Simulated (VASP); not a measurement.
# HgC4F6 in VASP: a series of runs

Runs on HgC4F6. Level: PBE. Tasks: single point.

Program: VASP 6.6.1. These are calculated values, not measurements. Logs are shortened: lines on timing, memory, paths and dates and some standing lists are left out, and cuts for length are marked.

**1. The cell of the first run**

The cell holds an amorphous packing of atoms, 11 atoms: a = 6.465 Å, b = 4.684 Å, c = 5.620 Å, α = 84.88°, β = 72.90°, γ = 96.75°.

**2. Single point, PBE**

Input file INCAR:

```
  ALGO = Normal
  EDIFF = 1E-6
  ENCUT = 520
  GGA = PE
  ISIF = 2
  ISMEAR = -1
  LASPH = True
  LCHARG = False
  LREAL = False
  LWAVE = False
  NBANDS = 46
  NELM = 100
  PREC = Accurate
  SIGMA = 0.1
```

Input file KPOINTS:

```
k-points
0
Gamma
  3 3 3
```

Input file POSCAR:

```
HgC4F6
1.0
    6.3506480000      0.3667140000      1.1532940000
   -0.8941580000      4.5820920000      0.3809450000
    0.6591030000      0.1776900000      5.5786920000
Hg C F
1 4 6
Direct
    0.7121223961      0.5197013877      0.9556540974
    0.5348761102      0.7416549443      0.5250056552
    0.2381737432      0.1764543598     -0.0072303248
    0.1712897446      0.4838620865      0.3768307558
    0.8199163857      0.0925625775      0.5846358073
    0.5202249683      0.9570237391      0.1720547141
    0.8815224661      0.0733783159      0.1899216387
    0.1753076214      0.5226879537      0.7723673237
    0.8654891108      0.6259701447      0.3800339586
    0.1849553708      0.9078137278      0.4249099932
    0.4507531969      0.2040640239      0.5721557801
```

Potentials or basis: VASP PAW PBE potentials, release 64 (Hg, C, F).

Command:

```bash
cat potpaw_PBE.64/Hg/POTCAR potpaw_PBE.64/C/POTCAR potpaw_PBE.64/F/POTCAR > POTCAR
mpirun -np 1 vasp_std > vasp.out
```

OUTCAR:

```text
EDIFF = 1E-6
   ENCUT = 520
   GGA = PE
   ISIF = 2
   ISMEAR = -1
   LASPH = True
   LREAL = False
   NELM = 100
   PREC = Accurate

 ion  position               nearest neighbor table
   1  0.712  0.520  0.956-   6 2.71   6 2.78   7 2.86   8 2.86
   2  0.535  0.742  0.525-
   3  0.238  0.176  0.993-
   4  0.171  0.484  0.377-
   5  0.820  0.093  0.585-
   6  0.520  0.957  0.172-   1 2.71   1 2.78
   7  0.882  0.073  0.190-   1 2.86
   8  0.175  0.523  0.772-   1 2.86
   9  0.865  0.626  0.380-
  10  0.185  0.908  0.425-
  11  0.451  0.204  0.572-

  LATTYP: Found a triclinic cell.
 ALAT       =     6.9876999497
 B/A-ratio  =     1.3930328766
 C/A-ratio  =     0.6703260383
 COS(alpha) =     0.0265117413
 COS(beta)  =     0.5985271352
 COS(gamma) =     0.6392536920

  Lattice vectors:

 A1 = (  -1.5532610000,   4.4044020000,  -5.1977470000)
 A2 = (  -7.0097510000,  -0.5444040000,  -6.7319860000)
 A3 = (  -0.8941580000,   4.5820920000,   0.3809450000)

Analysis of symmetry for initial positions (statically):
=====================================================================
 Subroutine PRICEL returns:
 Original cell was already a primitive cell.

 Routine SETGRP: Setting up the symmetry group for a
 triclinic supercell.

 Subroutine GETGRP returns: Found  1 space group operations
 (whereof  1 operations were pure point group operations)
 out of a pool of  2 trial point group operations.

The static configuration has the point symmetry C_1 .

Analysis of symmetry for dynamics (positions and initial velocities):
=====================================================================
 Subroutine PRICEL returns:
 Original cell was already a primitive cell.

 Routine SETGRP: Setting up the symmetry group for a
 triclinic supercell.

 Subroutine GETGRP returns: Found  1 space group operations
 (whereof  1 operations were pure point group operations)
 out of a pool of  2 trial point group operations.

The dynamic configuration has the point symmetry C_1 .

 Subroutine INISYM returns: Found  1 space group operations
 (whereof  1 operations are pure point group operations),
 and found     1 'primitive' translations

----------------------------------------------------------------------------------------

                                     Primitive cell

  volume of cell :     160.1610

  direct lattice vectors                    reciprocal lattice vectors
     6.350648000  0.366714000  1.153294000     0.159179804  0.032712804 -0.019848492
    -0.894158000  4.582092000  0.380945000    -0.011493785  0.216458306 -0.005536582
     0.659103000  0.177690000  5.578692000    -0.032122693 -0.021543794  0.183734876

  length of vectors
     6.464928169  4.684037224  5.620302032     0.163714081  0.216833944  0.187761836

  position of ions in fractional coordinates (direct lattice)
     0.712122396  0.519701388  0.955654097
     0.534876110  0.741654944  0.525005655
     0.238173743  0.176454360  0.992769675
     0.171289745  0.483862086  0.376830756
     0.819916386  0.092562577  0.584635807
     0.520224968  0.957023739  0.172054714
     0.881522466  0.073378316  0.189921639
     0.175307621  0.522687954  0.772367324
     0.865489111  0.625970145  0.380033959
     0.184955371  0.907813728  0.424909993
     0.450753197  0.204064024  0.572155780

  ion indices of the primitive-cell ions
   primitive index   ion index
                 1           1
                 2           2
                 3           3
                 4           4
                 5           5
                 6           6
                 7           7
                 8           8
                 9           9
                10          10
                11          11

----------------------------------------------------------------------------------------

 KPOINTS: k-points

Automatic generation of k-mesh.
 Grid dimensions read from file:
 generate k-points for:    3    3    3

 Generating k-lattice:

  Cartesian coordinates                     Fractional coordinates (reciprocal lattice)
     0.053059935  0.010904268 -0.006616164     0.333333333 -0.000000000  0.000000000
    -0.003831262  0.072152769 -0.001845527     0.000000000  0.333333333  0.000000000
    -0.010707564 -0.007181265  0.061244959     0.000000000  0.000000000  0.333333333

  Length of vectors
     0.054571360  0.072277981  0.062587279

  Shift w.r.t. Gamma in fractional coordinates (k-lattice)
     0.000000000  0.000000000  0.000000000

 Subroutine IBZKPT returns following result:
 ===========================================

 Found     14 irreducible k-points:

 Following reciprocal coordinates:
            Coordinates               Weight
  0.000000  0.000000  0.000000      1.000000
  0.333333  0.000000  0.000000      2.000000
 -0.000000  0.333333  0.000000      2.000000
  0.333333  0.333333  0.000000      2.000000
 -0.333333  0.333333 -0.000000      2.000000
 -0.000000 -0.000000  0.333333      2.000000
  0.333333  0.000000  0.333333      2.000000
 -0.333333 -0.000000  0.333333      2.000000
  0.000000  0.333333  0.333333      2.000000
  0.333333  0.333333  0.333333      2.000000
 -0.333333  0.333333  0.333333      2.000000
  0.000000 -0.333333  0.333333      2.000000
  0.333333 -0.333333  0.333333      2.000000
 -0.333333 -0.333333  0.333333      2.000000
   k-points           NKPTS =     14   k-points in BZ     NKDIM =     14   number of bands    NBANDS=     46
   number of dos      NEDOS =    301   number of ions     NIONS =     11
   total plane-waves  NPLWV =  72576
   dimension x,y,z NGX =    48 NGY =   36 NGZ =   42
   dimension x,y,z NGXF=    96 NGYF=   72 NGZF=   84
   ions per type =               1   4   6
   NGX,Y,Z   is equivalent  to a cutoff of  12.34, 12.78, 12.42 a.u.
   NGXF,Y,Z  is equivalent  to a cutoff of  24.69, 25.55, 24.85 a.u.
 SYSTEM =  unknown system
   PREC   = accura    normal or accurate (medium, high low for compatibility)
   ISTART =      0    job   : 0-new  1-cont  2-samecut
   ICHARG =      2    charge: 1-file 2-atom 10-const
   ISPIN  =      1    spin polarized calculation?
   LNONCOLLINEAR =      F non collinear calculations
   LSORBIT =      F    spin-orbit coupling
   LASPH  =      T    aspherical Exc in radial PAW
   ENCUT  =  520.0 eV  38.22 Ry    6.18 a.u.  12.02  8.71 10.45*2*pi/ulx,y,z
   NELM   =    100;   NELMIN=  2; NELMDL= -5     # of ELM steps
   EDIFF  = 0.1E-05   stopping-criterion for ELM
   LREAL  =      F    real-space projection
   EDIFFG = 0.1E-04   stopping-criterion for IOM
   NSW    =      0    number of steps for IOM
   IBRION =     -1    ionic relax: 0-MD 1-quasi-New 2-CG
   NFREE  =      0    steps in history (QN), initial steepest desc. (CG)
   ISIF   =      2    stress and relaxation
   ISYM   =      2    0-nonsym 1-usesym 2-fastsym
   POTIM  = 0.5000    time-step for ionic-motion
   TEBEG  =    0.0;   TEEND  =   0.0 temperature during run
   PSTRESS=    0.0 pullay stress
   NELECT =      70.0000    total number of electrons
   NUPDOWN=      -1.0000    fix difference up-down
   EMIN   =  10.00;   EMAX   =-10.00  energy-range for DOS
   EFERMI =   0.00;   METHOD = LEGACY
   ISMEAR =    -1;   SIGMA  =   0.10  broadening in eV -4-tet -1-fermi 0-gaus
   EFERMI_NEDOS =   21; number of points for ismear=-14 and -15
   IALGO  =     38    algorithm
   IMIX   =      4    mixing-type and parameters
     AMIX     =   0.40;   BMIX     =  1.00
     AMIX_MAG =   1.60;   BMIX_MAG =  1.00
  volume/ion in A,a.u.               =      14.56        98.26
  Fermi-wavevector in a.u.,A,eV,Ry     =   1.242382  2.347762 21.000783  1.543514
  Thomas-Fermi vector in A             =   2.376739
   LORBIT       =      0    0 simple, 1 ext, 2 COOP (PROOUT), +10 PAW based schemes
   GGA     = PE    functional components
   LHFCALC =     F    Hartree Fock is set to
   AEXX    =    0.0000 exact exchange contribution
   IVDW    =     0    specifies the selected vdW correction
   LEPSILON=     F    determine dielectric tensor
   LRPA    =     F    only Hartree local field effects (RPA)
 non-spin polarized calculation
  energy-cutoff  :      520.00
  volume of cell :      160.16
 maximum number of plane-waves:      4331
   NGX = 25   NGY = 17   NGZ = 21

 number of electron      70.0000014 magnetization

 Free energy of the ion-electron system (eV)
  ---------------------------------------------------
  ext. energy  EPLUGINS =         0.00000000
  ---------------------------------------------------
  free energy    TOTEN  =       -30.46843874 eV

  energy without entropy =      -30.28193022  energy(sigma->0) =      -30.37518448

 E-fermi :  -0.8378     XC(G=0):  -9.2196

 val. band max:       -0.8478771646   @ k =  -0.3333  -0.3333   0.3333
 cond. band min:      -0.8089781837   @ k =   0.3333  -0.3333   0.3333
 fundamental gap:      0.0388989809
 Fermi energy:        -0.8378436167

 k-point     1 :       0.0000    0.0000    0.0000
  band No.  band energies     occupation
      1     -22.7882      2.00000
      2     -22.5158      2.00000
      3     -22.1554      2.00000
      4     -21.9802      2.00000
      5     -21.7893      2.00000
      6     -21.5485      2.00000
[... 38 lines left out ...]
     45       1.8699      0.00000
     46       2.1023      0.00000

 k-point     2 :       0.3333    0.0000    0.0000
  band No.  band energies     occupation
      1     -22.7321      2.00000
      2     -22.5447      2.00000
      3     -22.2667      2.00000
      4     -21.9179      2.00000
      5     -21.7616      2.00000
      6     -21.5548      2.00000
[... 580 lines left out ...]
 k-point    14 :      -0.3333   -0.3333    0.3333
  band No.  band energies     occupation
      1     -22.6397      2.00000
      2     -22.5358      2.00000
      3     -22.3078      2.00000
      4     -21.9702      2.00000
      5     -21.7616      2.00000
      6     -21.5572      2.00000
[... 38 lines left out ...]
     45       1.5853      0.00000
     46       1.7982      0.00000

------------------------ aborting loop because EDIFF is reached ----------------------------------------

  FORCE on cell =-STRESS in cart. coord.  units (eV):
  Direction    XX          YY          ZZ          XY          YZ          ZX
  --------------------------------------------------------------------------------------
  -------------------------------------------------------------------------------------
  Total      -10.3605177    -14.0496762    -12.9261035      2.5176636      0.7175228     -0.5039222
  in kB     -103.6419038   -140.5465669   -129.3068569     25.1855604      7.1777716     -5.0410087
  external PRESSURE =    -124.4984425 kB  Pullay stress =       0.0000000 kB

 VOLUME and BASIS-vectors are now :
 -----------------------------------------------------------------------------
  energy-cutoff  :      520.00
  volume of cell :      160.16
      direct lattice vectors                 reciprocal lattice vectors
     6.350648000  0.366714000  1.153294000     0.159179804  0.032712804 -0.019848492
    -0.894158000  4.582092000  0.380945000    -0.011493785  0.216458306 -0.005536582
     0.659103000  0.177690000  5.578692000    -0.032122693 -0.021543794  0.183734876

 POSITION                                       TOTAL-FORCE (eV/Angst)
 -----------------------------------------------------------------------------------
      4.68762      2.81227      6.35056        -0.146109     -0.179281     -0.000124
      3.07969      3.68777      3.82824         0.795766      1.802829     -0.652735
      2.00912      1.07228      5.88026        -1.239141      1.291397     -0.535328
      0.90352      2.34687      2.48409        -1.963391      1.884441      1.051547
      5.50957      0.82869      4.24237        -0.268580     -0.613580     -2.110509
      2.56144      4.60652      1.92439         1.226180     -0.870462     -0.164299
      5.65780      0.69324      2.10412         1.396606      1.784207      0.562865
      1.15502      2.59653      4.71010         0.444054     -1.200801      0.735216
      5.18718      3.25317      3.35672         0.066486     -1.609674      0.231342
      0.64292      4.30301      2.92958        -0.998549     -1.968099     -0.200748
      3.05722      1.20200      3.78947         0.686676     -0.320978      1.082775
 -----------------------------------------------------------------------------------
    total drift:                                0.000889     -0.000049      0.001155

  FREE ENERGIE OF THE ION-ELECTRON SYSTEM (eV)
  ---------------------------------------------------
  free  energy   TOTEN  =       -30.4684387367 eV

  energy  without entropy=      -30.2819302193  energy(sigma->0) =      -30.37518448
```

Wall time 2.1 min (1 thread of Intel Xeon Platinum 8488C (Sapphire Rapids), shared host); peak memory 0.3 GiB.

Results:

| Property | Result |
| --- | --- |
| Free energy | -30.4684 eV |
| Pressure | -12.4 GPa |
| Largest force | 2.917 eV/Å |
| Band gap on the k mesh | zero (band 35 reaches -0.78 eV, above the bottom of band 36 at -0.91 eV) |

Forces in eV/Å, atoms in the order of the input:
```
Hg  -0.146 -0.179  0.000
C    0.796  1.803 -0.653
C   -1.239  1.291 -0.535
C   -1.963  1.884  1.052
C   -0.269 -0.614 -2.111
F    1.226 -0.870 -0.164
F    1.397  1.784  0.563
F    0.444 -1.201  0.735
F    0.066 -1.610  0.231
F   -0.999 -1.968 -0.201
F    0.687 -0.321  1.083
```

Caveat: the k points lie up to 0.45 Å⁻¹ apart; spin-orbit coupling is left out, which moves the levels of the heavy elements.

**3. Single point, PBE**

Input file INCAR:

```
SYSTEM = HgC4F6
ALGO = Normal ; EDIFF = 1E-6
ENCUT = 520 ; GGA = PE
ISIF = 2 ; ISMEAR = -1
LASPH = .True. ; LCHARG = .False.
LREAL = .False. ; LWAVE = .False.
NBANDS = 46 ; NELM = 100
PREC = Accurate ; SIGMA = 0.1
```

Input file KPOINTS:

```
k-points
0
Gamma
  3 3 3
  0 0 0
```

Input file POSCAR:

```
HgC4F6
1.0
    6.3506480000      0.3667140000      1.1532940000
   -0.8941580000      4.5820920000      0.3809450000
    0.6591030000      0.1776900000      5.5786920000
Hg C F
1 4 6
Direct
    0.7102655545      0.5173469909      0.9574549461
    0.5786256498      0.8181597577      0.4570746406
    0.1964730310      0.2662747403     -0.0360783852
    0.0867459614      0.5973007375      0.4281563983
    0.7908703308      0.0735935891      0.4989936499
    0.5496704874      0.9297064897      0.1584133496
    0.9291258835      0.1279828788      0.1992245235
    0.1850572275      0.4878332680      0.7942259522
    0.8609401579      0.5929503074      0.4040876296
    0.1693319117      0.8363308662      0.4217437457
    0.4742500086      0.1761164719      0.5976138531
```

Potentials or basis: VASP PAW PBE potentials, release 64 (Hg, C, F).

Command:

```bash
cat potpaw_PBE.64/Hg/POTCAR potpaw_PBE.64/C/POTCAR potpaw_PBE.64/F/POTCAR > POTCAR
mpirun -np 1 vasp_std > vasp.out
```

Wall time 2.2 min (1 thread of Intel Xeon Platinum 8488C (Sapphire Rapids), shared host); peak memory 0.3 GiB.

Results (log left out):

```yaml
Free_energy: -41.1528 eV
Pressure: 1.0 GPa
Largest_force: 7.301 eV/Å
Band_gap_on_the_k_mesh: 0.20 eV, indirect (least direct gap 0.38 eV)
```

Forces in eV/Å, atoms in the order of the input:
```
Hg  -0.640 -0.299 -0.419
C    0.178  3.972 -0.082
C    0.836  2.092 -2.004
C   -1.653 -6.926 -1.613
C   -2.666 -2.625 -2.127
F    0.873 -0.109  2.405
F   -0.633  0.382  0.750
F    0.459 -2.264  2.894
F    1.608  0.747 -0.055
F    0.492  6.104  0.756
F    1.147 -1.074 -0.503
```

Stress tensor (GPa, compression positive):
```
 1.31 -1.90 -2.23
-1.90  6.09  1.33
-2.23  1.33 -4.30
```

Levels at points of the mesh, in eV from the valence-band top:
| k point | band 33 | band 34 | band 35 | band 36 | band 37 | band 38 |
| --- | --- | --- | --- | --- | --- | --- |
| (0.00, 0.00, 0.00) | -2.10 | -1.25 | 0.00 | 0.49 | 1.42 | 1.49 |

Caveat: the k points lie up to 0.45 Å⁻¹ apart; spin-orbit coupling is left out, which moves the levels of the heavy elements.
